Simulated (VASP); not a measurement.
# Cu12H in VASP: single point with PBE+D3(BJ)

Aim: the single point of Cu12H with PBE+D3(BJ).

All numbers are computed with VASP 6.6.1; they aren't measurements. Logs are shortened: lines on timing, memory, paths and dates and some standing lists are left out, and cuts for length are marked.

**1. The cell of the first run**

The cell holds a slab with vacuum, 13 atoms: a = 5.038 Å, b = 5.038 Å, c = 20.662 Å, α = 90.00°, β = 90.00°, γ = 90.00°.

**2. Single point, PBE+D3(BJ)**

The input, INCAR:

```
PREC = Accurate ; ENCUT = 520
EDIFF = 1E-7 ; ISMEAR = 0
SIGMA = 0.1 ; LREAL = False
LASPH = True ; NELM = 80
ALGO = Normal ; ISIF = 2
LWAVE = False ; LCHARG = False
LDIPOL = True ; IDIPOL = 3
DIPOL = 0.5 0.5 0.295 ; GGA = PE
IVDW = 12 ; NBANDS = 78
```

The input, KPOINTS:

```
regular mesh
0
Gamma
  5 5 1
```

The input, POSCAR:

```
Cu12H
1.0
    5.0378287988      0.0000000000      0.0000000000
    0.0000000000      5.0378287988      0.0000000000
    0.0000000000      0.0000000000     20.6622829064
Cu H
12 1
Direct
    0.2500000000      0.2500000000      0.1935894508
    0.2500000000      0.7500000000      0.1935894508
    0.7500000000      0.2500000000      0.1935894508
    0.7500000000      0.7500000000      0.1935894508
    0.0000000000      0.0000000000      0.2797919997
    0.0000000000      0.5000000000      0.2797919997
    0.5000000000      0.0000000000      0.2797919997
    0.5000000000      0.5000000000      0.2797919997
    0.2500000000      0.2500000000      0.3659945486
    0.2500000000      0.7500000000      0.3659945486
    0.7500000000      0.2500000000      0.3659945486
    0.7500000000      0.7500000000      0.3659945486
    0.4166666667      0.5000000000      0.4724687466
```

Potentials or basis: VASP PAW PBE potentials, release 64 (Cu, H).

Command:

```bash
$ cat potpaw_PBE.64/Cu/POTCAR potpaw_PBE.64/H/POTCAR > POTCAR
$ mpirun -np 1 vasp_std > vasp.out
```

OUTCAR:

```text
PREC = Accurate
   ENCUT = 520
   EDIFF = 1E-7
   ISMEAR = 0
   LREAL = False
   LASPH = True
   NELM = 80
   ISIF = 2
   GGA = PE
   IVDW = 12
 IVDW          = 12

 ion  position               nearest neighbor table
   1  0.250  0.250  0.194-   5 2.52   6 2.52   7 2.52   8 2.52   2 2.52   3 2.52   2 2.52   3 2.52

   2  0.250  0.750  0.194-   5 2.52   6 2.52   7 2.52   8 2.52   1 2.52   4 2.52   1 2.52   4 2.52

   3  0.750  0.250  0.194-   5 2.52   6 2.52   7 2.52   8 2.52   1 2.52   4 2.52   4 2.52   1 2.52
[... 15 lines left out ...]
  11  0.750  0.250  0.366-   5 2.52   6 2.52   7 2.52   8 2.52   9 2.52  12 2.52  12 2.52   9 2.52

  12  0.750  0.750  0.366-   5 2.52   6 2.52   7 2.52   8 2.52  10 2.52  11 2.52  11 2.52  10 2.52

  13  0.417  0.500  0.472-

  LATTYP: Found a simple tetragonal cell.
 ALAT       =     5.0378287988
 C/A-ratio  =     4.1014261762

  Lattice vectors:

 A1 = (   5.0378287988,   0.0000000000,   0.0000000000)
 A2 = (   0.0000000000,   5.0378287988,   0.0000000000)
 A3 = (   0.0000000000,   0.0000000000,  20.6622829064)

Analysis of symmetry for initial positions (statically):
=====================================================================
 Subroutine PRICEL returns:
 Original cell was already a primitive cell.

 Routine SETGRP: Setting up the symmetry group for a
 simple tetragonal supercell.

 Subroutine GETGRP returns: Found  2 space group operations
 (whereof  2 operations were pure point group operations)
 out of a pool of 16 trial point group operations.

The static configuration has the point symmetry C_1h.

Analysis of symmetry for dynamics (positions and initial velocities):
=====================================================================
 Subroutine PRICEL returns:
 Original cell was already a primitive cell.

 Routine SETGRP: Setting up the symmetry group for a
 simple tetragonal supercell.

 Subroutine GETGRP returns: Found  2 space group operations
 (whereof  2 operations were pure point group operations)
 out of a pool of 16 trial point group operations.

The dynamic configuration has the point symmetry C_1h.

 Subroutine INISYM returns: Found  2 space group operations
 (whereof  2 operations are pure point group operations),
 and found     1 'primitive' translations

----------------------------------------------------------------------------------------

                                     Primitive cell

  volume of cell :     524.4029

  direct lattice vectors                    reciprocal lattice vectors
     5.037828799  0.000000000  0.000000000     0.198498210  0.000000000  0.000000000
     0.000000000  5.037828799  0.000000000     0.000000000  0.198498210  0.000000000
     0.000000000  0.000000000 20.662282906     0.000000000  0.000000000  0.048397363

  length of vectors
     5.037828799  5.037828799 20.662282906     0.198498210  0.198498210  0.048397363

  position of ions in fractional coordinates (direct lattice)
     0.250000000  0.250000000  0.193589451
     0.250000000  0.750000000  0.193589451
     0.750000000  0.250000000  0.193589451
     0.750000000  0.750000000  0.193589451
     0.000000000  0.000000000  0.279792000
     0.000000000  0.500000000  0.279792000
     0.500000000  0.000000000  0.279792000
     0.500000000  0.500000000  0.279792000
     0.250000000  0.250000000  0.365994549
     0.250000000  0.750000000  0.365994549
     0.750000000  0.250000000  0.365994549
     0.750000000  0.750000000  0.365994549
     0.416666667  0.500000000  0.472468747

  ion indices of the primitive-cell ions
   primitive index   ion index
                 1           1
                 2           2
                 3           3
                 4           4
                 5           5
                 6           6
                 7           7
                 8           8
                 9           9
                10          10
                11          11
                12          12
                13          13

----------------------------------------------------------------------------------------

 KPOINTS: regular mesh

Automatic generation of k-mesh.
 Grid dimensions read from file:
 generate k-points for:    5    5    1

 Generating k-lattice:

  Cartesian coordinates                     Fractional coordinates (reciprocal lattice)
     0.039699642  0.000000000  0.000000000     0.200000000  0.000000000  0.000000000
     0.000000000  0.039699642  0.000000000     0.000000000  0.200000000  0.000000000
     0.000000000  0.000000000  0.048397363     0.000000000  0.000000000  1.000000000

  Length of vectors
     0.039699642  0.039699642  0.048397363

  Shift w.r.t. Gamma in fractional coordinates (k-lattice)
     0.000000000  0.000000000  0.000000000

 Subroutine IBZKPT returns following result:
 ===========================================

 Found      9 irreducible k-points:

 Following reciprocal coordinates:
            Coordinates               Weight
  0.000000  0.000000  0.000000      1.000000
  0.200000  0.000000  0.000000      2.000000
  0.000000  0.200000  0.000000      2.000000
  0.400000  0.000000  0.000000      2.000000
  0.000000  0.400000  0.000000      2.000000
  0.200000  0.200000  0.000000      4.000000
  0.400000  0.200000  0.000000      4.000000
 -0.200000  0.400000  0.000000      4.000000
  0.400000  0.400000  0.000000      4.000000
   k-points           NKPTS =      9   k-points in BZ     NKDIM =      9   number of bands    NBANDS=     78
   number of dos      NEDOS =    301   number of ions     NIONS =     13
   total plane-waves  NPLWV = 256000
   dimension x,y,z NGX =    40 NGY =   40 NGZ =  160
   dimension x,y,z NGXF=    80 NGYF=   80 NGZF=  320
   ions per type =              12   1
   NGX,Y,Z   is equivalent  to a cutoff of  13.20, 13.20, 12.87 a.u.
   NGXF,Y,Z  is equivalent  to a cutoff of  26.40, 26.40, 25.75 a.u.
 SYSTEM =  unknown system
   PREC   = accura    normal or accurate (medium, high low for compatibility)
   ISTART =      0    job   : 0-new  1-cont  2-samecut
   ICHARG =      2    charge: 1-file 2-atom 10-const
   ISPIN  =      1    spin polarized calculation?
   LNONCOLLINEAR =      F non collinear calculations
   LSORBIT =      F    spin-orbit coupling
   LASPH  =      T    aspherical Exc in radial PAW
   ENCUT  =  520.0 eV  38.22 Ry    6.18 a.u.   9.37  9.37 38.42*2*pi/ulx,y,z
   NELM   =     80;   NELMIN=  2; NELMDL= -5     # of ELM steps
   EDIFF  = 0.1E-06   stopping-criterion for ELM
   LREAL  =      F    real-space projection
   EDIFFG = 0.1E-05   stopping-criterion for IOM
   NSW    =      0    number of steps for IOM
   IBRION =     -1    ionic relax: 0-MD 1-quasi-New 2-CG
   NFREE  =      0    steps in history (QN), initial steepest desc. (CG)
   ISIF   =      2    stress and relaxation
   ISYM   =      2    0-nonsym 1-usesym 2-fastsym
   POTIM  = 0.5000    time-step for ionic-motion
   TEBEG  =    0.0;   TEEND  =   0.0 temperature during run
   PSTRESS=    0.0 pullay stress
   NELECT =     133.0000    total number of electrons
   NUPDOWN=      -1.0000    fix difference up-down
   EMIN   =  10.00;   EMAX   =-10.00  energy-range for DOS
   EFERMI =   0.00;   METHOD = LEGACY
   ISMEAR =     0;   SIGMA  =   0.10  broadening in eV -4-tet -1-fermi 0-gaus
   EFERMI_NEDOS =   21; number of points for ismear=-14 and -15
   IALGO  =     38    algorithm
   IMIX   =      4    mixing-type and parameters
     AMIX     =   0.40;   BMIX     =  1.00
     AMIX_MAG =   1.60;   BMIX_MAG =  1.00
  volume/ion in A,a.u.               =      40.34       272.22
  Fermi-wavevector in a.u.,A,eV,Ry     =   1.036264  1.958255 14.610517  1.073843
  Thomas-Fermi vector in A             =   2.170646
   LORBIT       =      0    0 simple, 1 ext, 2 COOP (PROOUT), +10 PAW based schemes
   GGA     = PE    functional components
   LHFCALC =     F    Hartree Fock is set to
   AEXX    =    0.0000 exact exchange contribution
   IVDW    =    12    specifies the selected vdW correction
   LEPSILON=     F    determine dielectric tensor
   LRPA    =     F    only Hartree local field effects (RPA)
 non-spin polarized calculation
 Gauss-broadening in eV      SIGMA  =   0.10
  energy-cutoff  :      520.00
  volume of cell :      524.40
 maximum number of plane-waves:     14177
 NGX is ok and might be reduce to    40
   NGX = 19   NGY = 19   NGZ = 77

 dipolmoment           0.000000      0.000000     -0.118533 electrons x Angstroem

 number of electron     132.9999976 magnetization

 dipolmoment           0.000000      0.000000      0.179014 electrons x Angstroem

 Free energy of the ion-electron system (eV)
  ---------------------------------------------------
  ext. energy  EPLUGINS =         0.00000000
  ---------------------------------------------------
  free energy    TOTEN  =       -41.82653042 eV

  energy without entropy =      -41.80788170  energy(sigma->0) =      -41.81720606

 E-fermi :  -1.6145     XC(G=0):  -4.4767

 val. band max:       -1.6385404004   @ k =   0.0000   0.0000   0.0000
 cond. band min:      -1.5708816197   @ k =   0.0000   0.0000   0.0000
 fundamental gap:      0.0676587807
 Fermi energy:        -1.6145482413

 k-point     1 :       0.0000    0.0000    0.0000
  band No.  band energies     occupation
      1     -10.2011      2.00000
      2      -7.6481      2.00000
      3      -6.5947      2.00000
      4      -6.5905      2.00000
      5      -6.4379      2.00000
      6      -6.3470      2.00000
[... 718 lines left out ...]
     77       4.5637      0.00000
     78       4.5887      0.00000

------------------------ aborting loop because EDIFF is reached ----------------------------------------

 vacuum level on the upper side and lower side of the slab       (xc-potential included)         0.524        -0.706

 Edisp (eV)   -4.47663

 E8    (eV) :    -2.0095

  FORCE on cell =-STRESS in cart. coord.  units (eV):
  Direction    XX          YY          ZZ          XY          YZ          ZX
  --------------------------------------------------------------------------------------
  -------------------------------------------------------------------------------------
  Total      -5.36591    -5.51879    -2.86864     0.00000     0.00000    -0.28435
  in kB     -16.39414   -16.86124    -8.76437     0.00000     0.00000    -0.86877
  external pressure =      -14.01 kB  Pullay stress =        0.00 kB

 VOLUME and BASIS-vectors are now :
 -----------------------------------------------------------------------------
  energy-cutoff  :      520.00
  volume of cell :      524.40
      direct lattice vectors                 reciprocal lattice vectors
     5.037828799  0.000000000  0.000000000     0.198498210  0.000000000  0.000000000
     0.000000000  5.037828799  0.000000000     0.000000000  0.198498210  0.000000000
     0.000000000  0.000000000 20.662282906     0.000000000  0.000000000  0.048397363

 POSITION                                       TOTAL-FORCE (eV/Angst)
 -----------------------------------------------------------------------------------
      1.25946      1.25946      4.00000         0.031643      0.037715     -0.030388
      1.25946      3.77837      4.00000         0.031643     -0.037715     -0.030388
      3.77837      1.25946      4.00000        -0.031097      0.035722     -0.043206
      3.77837      3.77837      4.00000        -0.031097     -0.035722     -0.043206
      0.00000      0.00000      5.78114         0.053969      0.000000      0.129397
      0.00000      2.51891      5.78114        -0.019519      0.000000     -0.058649
      2.51891      0.00000      5.78114        -0.047431      0.000000     -0.037436
      2.51891      2.51891      5.78114         0.018013      0.000000     -0.119476
      1.25946      1.25946      7.56228         0.162387      0.259080      0.644526
      1.25946      3.77837      7.56228         0.162387     -0.259080      0.644526
      3.77837      1.25946      7.56228        -0.103788      0.063129      0.249140
      3.77837      3.77837      7.56228        -0.103788     -0.063129      0.249140
      2.09910      2.51891      9.76228        -0.123324      0.000000     -1.553980
 -----------------------------------------------------------------------------------
    total drift:                               -0.000056      0.000000     -0.000588

  FREE ENERGIE OF THE ION-ELECTRON SYSTEM (eV)
  ---------------------------------------------------
  free  energy   TOTEN  =       -46.3031615201 eV

  energy  without entropy=      -46.2845127957  energy(sigma->0) =      -46.29383716

 vacuum level on the upper side and lower side of the slab         4.125         2.852
```

Wall time 16 min (1 thread of Intel Xeon Platinum 8488C (Sapphire Rapids), shared host); peak memory 0.71 GiB.

Results:

| Property | Result |
| --- | --- |
| Free energy | -46.3032 eV |
| Largest force | 1.559 eV/Å |
| Band gap on the k mesh | zero (an odd number of electrons rules out a gap without spin polarisation) |
| Dispersion energy per atom | -0.344 eV |

Forces on the atoms (eV/Å):
```
Cu   0.032  0.038 -0.030
Cu   0.032 -0.038 -0.030
Cu  -0.031  0.036 -0.043
Cu  -0.031 -0.036 -0.043
Cu   0.054  0.000  0.129
Cu  -0.020  0.000 -0.059
Cu  -0.047  0.000 -0.037
Cu   0.018  0.000 -0.119
Cu   0.162  0.259  0.645
Cu   0.162 -0.259  0.645
Cu  -0.104  0.063  0.249
Cu  -0.104 -0.063  0.249
H   -0.123  0.000 -1.554
```

Levels at points of the mesh, in eV from the Fermi level:
| k point | band 65 | band 66 | band 67 | band 68 | band 69 | band 70 |
| --- | --- | --- | --- | --- | --- | --- |
| (0.00, 0.00, 0.00) | -0.12 | -0.11 | -0.04 | -0.02 | 0.04 | 0.41 |

The gap in the log of VASP goes by the Fermi energy; the results here count the filled bands.